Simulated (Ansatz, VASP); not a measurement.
# Two plane-wave programs on NiO

```
CELL_PARAMETERS angstrom
0.00000 2.09131 2.09131
2.09131 0.00000 2.09131
2.09131 2.09131 0.00000
ATOMIC_POSITIONS crystal
Ni 0.00000 0.00000 0.00000
O 0.50000 0.50000 0.50000
```

Alike in both runs: functional PBE; k mesh 11 × 11 × 11; occupations fermi-dirac, width 0.05 eV; collinear spin; Hubbard terms Ni d U = 5.0 eV.

```csv
,VASP,Ansatz
version,VASP 6.6.1,Ansatz 0.2.0
potentials or method,"VASP PAW PBE potentials, release 64 (Ni_sv_GW, O)",Ansatz PAW
plane-wave cutoff (eV),700,420
valence electrons in the cell,24,24
task,single point,band structure
```

VASP gave:

| Property | Result |
| --- | --- |
| gap on the k mesh at the Fermi level (eV) | 2.09 |
| least direct gap on the mesh (eV) | 2.82 |
| pressure (GPa) | 9.0 |
| net moment per atom (μB) | 1.00 |
| size of the moment on the site where the two differ most (μB) | 1.76 |

Which values does Ansatz return?

gap on the k mesh at the Fermi level (eV): 1.72; least direct gap on the mesh (eV): 2.44; pressure (GPa): 11.4; net moment per atom (μB): 1.00; size of the moment on the site where the two differ most (μB): 1.70.

Site moments also hang on the region over which each program counts them. The programs project onto different local orbitals, so the same U acts differently, and such runs can settle in different states.

Noted on Ansatz's run: the magnetic or orbital state may not be the lowest.
